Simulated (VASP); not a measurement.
# V (Im-3m) in VASP: a series of runs

Runs on V. Level: PBE. Tasks: electric field gradients.

Program: VASP 6.6.1. These are calculated values, not measurements. Logs are shortened: lines on timing, memory, paths and dates and some standing lists are left out, and cuts for length are marked.

## 1. The cell of the first run

Symmetry: Im-3m, No. 229, cubic system. The conventional cell has a = 3.046 Å, b = 3.046 Å, c = 3.046 Å, α = 90.00°, β = 90.00°, γ = 90.00°. V (site symmetry m-3m) has 14 V at 2.64 to 3.05 Å within 3.5 Å.

## 2. Electric field gradients, PBE, collinear spin, ferromagnetic start (14.13 Å³/atom)

Contents of INCAR:

```
SYSTEM = V
PREC = Accurate
ENCUT = 520
EDIFF = 1E-8
ISMEAR = -1
SIGMA = 0.03
LREAL = .FALSE.
LASPH = .TRUE.
NELM = 150
ALGO = Normal
ISIF = 2
LWAVE = .FALSE.
LCHARG = .FALSE.
ISPIN = 2
MAGMOM = 1.5
LORBIT = 11
LMAXMIX = 4
GGA = PE
LEFG = .TRUE.
NBANDS = 16
```

Contents of KPOINTS:

```
Automatic mesh
0
G
  15 15 15
  0 0 0
```

Contents of POSCAR:

```
V
1.0
   -1.5230201596      1.5230201596      1.5230201596
    1.5230201596     -1.5230201596      1.5230201596
    1.5230201596      1.5230201596     -1.5230201596
V
1
Direct
    0.0000000000      0.0000000000      0.0000000000
```

Potentials or basis: VASP PAW PBE potentials, release 64 (V_sv).

Run with:

```console
> cat potpaw_PBE.64/V_sv/POTCAR > POTCAR
> mpirun -np 1 vasp_std > vasp.out
```

OUTCAR:

```text
SYSTEM = V
   PREC = Accurate
   ENCUT = 520
   EDIFF = 1E-8
   ISMEAR = -1
   LREAL = .FALSE.
   LASPH = .TRUE.
   NELM = 150
   ISIF = 2
   ISPIN = 2
   LORBIT = 11
   GGA = PE

 ion  position               nearest neighbor table
   1  0.000  0.000  0.000-

  LATTYP: Found a body centered cubic cell.
 ALAT       =     3.0460403192

  Lattice vectors:

 A1 = (  -1.5230201596,   1.5230201596,   1.5230201596)
 A2 = (   1.5230201596,  -1.5230201596,   1.5230201596)
 A3 = (   1.5230201596,   1.5230201596,  -1.5230201596)

Analysis of symmetry for initial positions (statically):
=====================================================================
 Subroutine PRICEL returns:
 Original cell was already a primitive cell.

 Routine SETGRP: Setting up the symmetry group for a
 body centered cubic supercell.

 Subroutine GETGRP returns: Found 48 space group operations
 (whereof 48 operations were pure point group operations)
 out of a pool of 48 trial point group operations.

The static configuration has the point symmetry O_h .

Analysis of symmetry for dynamics (positions and initial velocities):
=====================================================================
 Subroutine PRICEL returns:
 Original cell was already a primitive cell.

 Routine SETGRP: Setting up the symmetry group for a
 body centered cubic supercell.

 Subroutine GETGRP returns: Found 48 space group operations
 (whereof 48 operations were pure point group operations)
 out of a pool of 48 trial point group operations.

The dynamic configuration has the point symmetry O_h .

Analysis of structural, dynamic, and magnetic symmetry:
=====================================================================
 Subroutine PRICEL returns:
 Original cell was already a primitive cell.

 Routine SETGRP: Setting up the symmetry group for a
 body centered cubic supercell.

 Subroutine GETGRP returns: Found 48 space group operations
 (whereof 48 operations were pure point group operations)
 out of a pool of 48 trial point group operations.

The overall configuration has the point symmetry O_h .

 Subroutine INISYM returns: Found 48 space group operations
 (whereof 48 operations are pure point group operations),
 and found     1 'primitive' translations

[... 148 lines left out ...]
 spin component 1

 k-point     1 :       0.0000    0.0000    0.0000
  band No.  band energies     occupation
      1     -54.6502      1.00000
      2     -28.0230      1.00000
      3     -28.0230      1.00000
      4     -28.0230      1.00000
      5       2.6450      1.00000
      6       9.5266      0.00000
[... 435 lines left out ...]
      5       6.9330      1.00000
      6       8.1313      1.00000
[... 8 lines left out ...]
     15      35.3272      0.00000
     16      39.6624      0.00000

 [... further k-points ...]

 spin component 2

 k-point     1 :       0.0000    0.0000    0.0000
  band No.  band energies     occupation
      1     -54.6501      1.00000
      2     -28.0228      1.00000
      3     -28.0228      1.00000
      4     -28.0228      1.00000
      5       2.6451      1.00000
      6       9.5269      0.00000
[... 435 lines left out ...]
      5       6.9331      1.00000
      6       8.1315      1.00000
[... 8 lines left out ...]
     15      35.3273      0.00000
     16      39.6625      0.00000

 [... further k-points ...]

------------------------ aborting loop because EDIFF is reached ----------------------------------------

  FORCE on cell =-STRESS in cart. coord.  units (eV):
  Direction    XX          YY          ZZ          XY          YZ          ZX
  --------------------------------------------------------------------------------------
  -------------------------------------------------------------------------------------
  Total       -0.7222586     -0.7222586     -0.7222586     -0.0000000     -0.0000000      0.0000000
  in kB      -81.8891437    -81.8891437    -81.8891437     -0.0000000     -0.0000000      0.0000000
  external PRESSURE =     -81.8891437 kB  Pullay stress =       0.0000000 kB

 VOLUME and BASIS-vectors are now :
 -----------------------------------------------------------------------------
  energy-cutoff  :      520.00
  volume of cell :       14.13
      direct lattice vectors                 reciprocal lattice vectors
    -1.523020160  1.523020160  1.523020160     0.000000000  0.328295063  0.328295063
     1.523020160 -1.523020160  1.523020160     0.328295063  0.000000000  0.328295063
     1.523020160  1.523020160 -1.523020160     0.328295063  0.328295063  0.000000000

 POSITION                                       TOTAL-FORCE (eV/Angst)
 -----------------------------------------------------------------------------------
      0.00000      0.00000      0.00000         0.000000     -0.000000     -0.000000
 -----------------------------------------------------------------------------------
    total drift:                                0.000000     -0.000000      0.000000

  FREE ENERGIE OF THE ION-ELECTRON SYSTEM (eV)
  ---------------------------------------------------
  free  energy   TOTEN  =        -8.9791488062 eV

  energy  without entropy=       -8.9741947854  energy(sigma->0) =       -8.97667180

 Electric field gradients (V/A^2)
---------------------------------------------------------------------
 ion       V_xx      V_yy      V_zz      V_xy      V_xz      V_yz
---------------------------------------------------------------------
   1      -0.000    -0.000    -0.000     0.003     0.003     0.003
---------------------------------------------------------------------

 Electric field gradients after diagonalization (V/A^2)
 (convention: |V_zz| > |V_xx| > |V_yy|)
----------------------------------------------------------------------
 ion       V_xx      V_yy      V_zz     asymmetry (V_yy - V_xx)/ V_zz
----------------------------------------------------------------------
   1      -0.003    -0.003     0.005       0.000
----------------------------------------------------------------------

           NMR quadrupolar parameters

 Cq : quadrupolar parameter    Cq=e*Q*V_zz/h
 eta: asymmetry parameters     (V_yy - V_xx)/ V_zz
 Q  : nuclear electric quadrupole moment in mb (millibarn)
----------------------------------------------------------------------
 ion       Cq(MHz)       eta       Q (mb)
----------------------------------------------------------------------
   1       0.000       0.000       1.000
----------------------------------------------------------------------

 total charge

# of ion       s       p       d       tot
------------------------------------------
    1        2.327   6.205   3.041  11.573

 magnetization (x)

# of ion       s       p       d       tot
------------------------------------------
    1        0.000   0.000   0.000   0.000
```

It took 70 s on 1 thread of Intel Xeon 8259CL, shared host; peak memory 0.16 GiB.

What came out:

* Free energy: -8.9791 eV
* Pressure: -8.2 GPa
* Net moment: 0.00 μB per cell
* Largest electric field gradient by atom: under 0.05 V/Å² on every atom
* Valence electrons inside the program's atomic spheres: V 11.57

Levels at points of the mesh, in eV from the Fermi level:
Spin up:
```csv
k point,band 4,band 5,band 6,band 7,band 8,band 9
"(0.00, 0.00, 0.00)",-37.15,-6.48,0.40,0.40,0.40,2.29
```
Spin down:
```csv
k point,band 4,band 5,band 6,band 7,band 8,band 9
"(0.00, 0.00, 0.00)",-37.15,-6.48,0.40,0.40,0.40,2.29
```

Caveat: the cell stands under tension; the moments typed at the start vanished in this run.

## 3. Electric field gradients, PBE, collinear spin, ferromagnetic start (14.41 Å³/atom)

This run uses another cell than the first one, of 14.41 Å³/atom.

Contents of INCAR:

```
PREC = Accurate
ENCUT = 520
EDIFF = 1E-8
ISMEAR = -1
SIGMA = 0.03
LREAL = F
LASPH = T
NELM = 150
ALGO = Normal
ISIF = 2
LWAVE = F
LCHARG = F
ISPIN = 2
MAGMOM = 1.5
LORBIT = 11
LMAXMIX = 4
GGA = PE
LEFG = T
NBANDS = 16
```

Contents of KPOINTS:

```
Automatic mesh
0
Gamma
  15 15 15
```

Contents of POSCAR:

```
V
1.0
   -1.5329101780      1.5329101780      1.5329101780
    1.5329101780     -1.5329101780      1.5329101780
    1.5329101780      1.5329101780     -1.5329101780
V
1
Direct
    0.0000000000      0.0000000000      0.0000000000
```

Potentials or basis: VASP PAW PBE potentials, release 64 (V_sv).

Run with:

```console
> cat potpaw_PBE.64/V_sv/POTCAR > POTCAR
> mpirun -np 1 vasp_std > vasp.out
```

OUTCAR:

```text
PREC = Accurate
   ENCUT = 520
   EDIFF = 1E-8
   ISMEAR = -1
   LREAL = F
   LASPH = T
   NELM = 150
   ISIF = 2
   ISPIN = 2
   LORBIT = 11
   GGA = PE

 ion  position               nearest neighbor table
   1  0.000  0.000  0.000-

  LATTYP: Found a body centered cubic cell.
 ALAT       =     3.0658203560

  Lattice vectors:

 A1 = (  -1.5329101780,   1.5329101780,   1.5329101780)
 A2 = (   1.5329101780,  -1.5329101780,   1.5329101780)
 A3 = (   1.5329101780,   1.5329101780,  -1.5329101780)

Analysis of symmetry for initial positions (statically):
=====================================================================
 Subroutine PRICEL returns:
 Original cell was already a primitive cell.

 Routine SETGRP: Setting up the symmetry group for a
 body centered cubic supercell.

 Subroutine GETGRP returns: Found 48 space group operations
 (whereof 48 operations were pure point group operations)
 out of a pool of 48 trial point group operations.

[... 1119 lines left out ...]
     1.532910178  1.532910178 -1.532910178     0.326176972  0.326176972  0.000000000

 POSITION                                       TOTAL-FORCE (eV/Angst)
 -----------------------------------------------------------------------------------
      0.00000      0.00000      0.00000         0.000000      0.000000      0.000000
 -----------------------------------------------------------------------------------
    total drift:                                0.000000     -0.000000      0.000000

  FREE ENERGIE OF THE ION-ELECTRON SYSTEM (eV)
  ---------------------------------------------------
  free  energy   TOTEN  =        -8.9626569110 eV

  energy  without entropy=       -8.9572814497  energy(sigma->0) =       -8.95996918

 Electric field gradients (V/A^2)
---------------------------------------------------------------------
 ion       V_xx      V_yy      V_zz      V_xy      V_xz      V_yz
---------------------------------------------------------------------
   1       0.000    -0.000    -0.000     0.002     0.002     0.002
---------------------------------------------------------------------

 Electric field gradients after diagonalization (V/A^2)
 (convention: |V_zz| > |V_xx| > |V_yy|)
----------------------------------------------------------------------
 ion       V_xx      V_yy      V_zz     asymmetry (V_yy - V_xx)/ V_zz
----------------------------------------------------------------------
   1      -0.002    -0.002     0.004       0.000
----------------------------------------------------------------------

           NMR quadrupolar parameters

 Cq : quadrupolar parameter    Cq=e*Q*V_zz/h
 eta: asymmetry parameters     (V_yy - V_xx)/ V_zz
 Q  : nuclear electric quadrupole moment in mb (millibarn)
----------------------------------------------------------------------
 ion       Cq(MHz)       eta       Q (mb)
----------------------------------------------------------------------
   1       0.000       0.000       1.000
----------------------------------------------------------------------

 total charge

# of ion       s       p       d       tot
------------------------------------------
    1        2.322   6.199   3.022  11.543

 magnetization (x)

# of ion       s       p       d       tot
------------------------------------------
    1        0.000  -0.000   0.000   0.000
```

OSZICAR:

```text
N       E                     dE             d eps       ncg     rms          rms(c)
DAV:   1     0.923152849065E+02    0.92315E+02   -0.65656E+03  7744   0.883E+02
DAV:   2    -0.864401034646E+01   -0.10096E+03   -0.97023E+02  8520   0.269E+02
DAV:   3    -0.101511103442E+02   -0.15071E+01   -0.15041E+01  8640   0.358E+01
DAV:   4    -0.101573240816E+02   -0.62137E-02   -0.62136E-02  9168   0.243E+00
DAV:   5    -0.101573821209E+02   -0.58039E-04   -0.58041E-04  8704   0.219E-01    0.176E+01
DAV:   6    -0.895220930426E+01    0.12052E+01   -0.18086E+00  7824   0.225E+01    0.189E+00
DAV:   7    -0.896407454429E+01   -0.11865E-01   -0.90553E-02  8352   0.263E+00    0.141E+00
DAV:   8    -0.896324976761E+01    0.82478E-03   -0.52041E-03  8712   0.880E-01    0.841E-01
DAV:   9    -0.896237383198E+01    0.87594E-03   -0.17119E-03  8808   0.449E-01    0.148E-01
DAV:  10    -0.896263983186E+01   -0.26600E-03   -0.53730E-04  8504   0.217E-01    0.364E-02
DAV:  11    -0.896265322793E+01   -0.13396E-04   -0.37567E-05  9080   0.572E-02    0.175E-02
DAV:  12    -0.896265687698E+01   -0.36491E-05   -0.54476E-06  8232   0.245E-02    0.453E-03
DAV:  13    -0.896265680931E+01    0.67673E-07   -0.16388E-07  8856   0.369E-03    0.108E-03
DAV:  14    -0.896265682965E+01   -0.20343E-07   -0.46537E-09  5728   0.734E-04    0.457E-04
DAV:  15    -0.896265689121E+01   -0.61562E-07   -0.40761E-09  4448   0.495E-04    0.175E-04
DAV:  16    -0.896265691239E+01   -0.21172E-07   -0.78842E-10  4128   0.228E-04    0.323E-05
DAV:  17    -0.896265691098E+01    0.14047E-08   -0.28419E-11  4088   0.595E-05
   1 F= -.89626569E+01 E0= -.89599692E+01  d E =-.537546E-02  mag=    -0.0000
```

stdout:

```text
POSCAR found type information on POSCAR V
 POSCAR found :  1 types and       1 ions
 scaLAPACK will be used
 LDA part: xc-table for (Slater+PW92), standard interpolation
 POSCAR, INCAR and KPOINTS ok, starting setup
 FFT: planning ... GRIDC
 FFT: planning ... GRID_SOFT
 FFT: planning ... GRID
 WAVECAR not read
 entering main loop
ion   1
```

It took 84 s on 1 thread of Intel Xeon 8259CL, shared host; peak memory 0.16 GiB.

Results:

* Free energy: -8.9627 eV
* Pressure: -11.0 GPa
* Net moment: 0.00 μB per cell
* Largest electric field gradient by atom: under 0.05 V/Å² on every atom
* Valence electrons inside the program's atomic spheres: V 11.54

Caveat: the cell stands under tension; the moments typed at the start vanished in this run.

## 4. Electric field gradients, PBE, collinear spin, ferromagnetic start (14.41 Å³/atom)

This run uses another cell than the first one, of 14.41 Å³/atom.

Contents of INCAR:

```
SYSTEM = V
PREC = Accurate ; ENCUT = 520
EDIFF = 1E-8 ; ISMEAR = -1
SIGMA = 0.03 ; LREAL = .FALSE.
LASPH = .TRUE. ; NELM = 150
ALGO = Normal ; ISIF = 2
LWAVE = .FALSE. ; LCHARG = .FALSE.
ISPIN = 2 ; MAGMOM = 1.5
LORBIT = 11 ; LMAXMIX = 4
GGA = PE ; LEFG = .TRUE.
NBANDS = 16
```

Contents of KPOINTS:

```
regular mesh
0
G
  15 15 15
  0 0 0
```

POSCAR is that of step 3.

Potentials or basis: VASP PAW PBE potentials, release 64 (V_sv).

Run with:

```console
> cat potpaw_PBE.64/V_sv/POTCAR > POTCAR
> mpirun -np 1 vasp_std > vasp.out
```

OUTCAR:

```text
SYSTEM = V
   PREC = Accurate
   ENCUT = 520
   EDIFF = 1E-8
   ISMEAR = -1
   LREAL = .FALSE.
   LASPH = .TRUE.
   NELM = 150
   ISIF = 2
   ISPIN = 2
   LORBIT = 11
   GGA = PE

 ion  position               nearest neighbor table
   1  0.000  0.000  0.000-

  LATTYP: Found a body centered cubic cell.
 ALAT       =     3.0658203560

  Lattice vectors:

 A1 = (  -1.5329101780,   1.5329101780,   1.5329101780)
 A2 = (   1.5329101780,  -1.5329101780,   1.5329101780)
 A3 = (   1.5329101780,   1.5329101780,  -1.5329101780)

Analysis of symmetry for initial positions (statically):
=====================================================================
 Subroutine PRICEL returns:
 Original cell was already a primitive cell.

 Routine SETGRP: Setting up the symmetry group for a
 body centered cubic supercell.

 Subroutine GETGRP returns: Found 48 space group operations
 (whereof 48 operations were pure point group operations)
[... 1120 lines left out ...]
     1.532910178 -1.532910178  1.532910178     0.326176972  0.000000000  0.326176972
     1.532910178  1.532910178 -1.532910178     0.326176972  0.326176972  0.000000000

 POSITION                                       TOTAL-FORCE (eV/Angst)
 -----------------------------------------------------------------------------------
      0.00000      0.00000      0.00000         0.000000      0.000000      0.000000
 -----------------------------------------------------------------------------------
    total drift:                                0.000000     -0.000000      0.000000

  FREE ENERGIE OF THE ION-ELECTRON SYSTEM (eV)
  ---------------------------------------------------
  free  energy   TOTEN  =        -8.9626569110 eV

  energy  without entropy=       -8.9572814497  energy(sigma->0) =       -8.95996918

 Electric field gradients (V/A^2)
---------------------------------------------------------------------
 ion       V_xx      V_yy      V_zz      V_xy      V_xz      V_yz
---------------------------------------------------------------------
   1       0.000    -0.000    -0.000     0.002     0.002     0.002
---------------------------------------------------------------------

 Electric field gradients after diagonalization (V/A^2)
 (convention: |V_zz| > |V_xx| > |V_yy|)
----------------------------------------------------------------------
 ion       V_xx      V_yy      V_zz     asymmetry (V_yy - V_xx)/ V_zz
----------------------------------------------------------------------
   1      -0.002    -0.002     0.004       0.000
----------------------------------------------------------------------

           NMR quadrupolar parameters

 Cq : quadrupolar parameter    Cq=e*Q*V_zz/h
 eta: asymmetry parameters     (V_yy - V_xx)/ V_zz
 Q  : nuclear electric quadrupole moment in mb (millibarn)
----------------------------------------------------------------------
 ion       Cq(MHz)       eta       Q (mb)
----------------------------------------------------------------------
   1       0.000       0.000       1.000
----------------------------------------------------------------------

 total charge

# of ion       s       p       d       tot
------------------------------------------
    1        2.322   6.199   3.022  11.543

 magnetization (x)

# of ion       s       p       d       tot
------------------------------------------
    1        0.000  -0.000   0.000   0.000
```

It took 79 s on 1 thread of Intel Xeon 8259CL, shared host; peak memory 0.16 GiB.

What came out:

| Quantity | Value |
| --- | --- |
| Free energy | -8.9627 eV |
| Pressure | -11.0 GPa |
| Net moment | 0.00 μB per cell |
| Largest electric field gradient by atom | under 0.05 V/Å² on every atom |
| Valence electrons inside the program's atomic spheres | V 11.54 |

Levels at points of the mesh, in eV from the Fermi level:
Spin up:
```
           k point  band 2  band 3  band 4  band 5  band 6  band 7  band 8  band 9  band 10  band 11
(0.00, 0.00, 0.00)  -37.20  -37.20  -37.20   -6.43    0.39    0.39    0.39    2.24     2.24    19.95
```
Spin down:
| k point | band 3 | band 4 | band 5 | band 6 | band 7 | band 8 | band 9 | band 10 |
| --- | --- | --- | --- | --- | --- | --- | --- | --- |
| (0.00, 0.00, 0.00) | -37.20 | -37.20 | -6.43 | 0.39 | 0.39 | 0.39 | 2.24 | 2.24 |

Caveat: the cell stands under tension; the moments typed at the start vanished in this run.
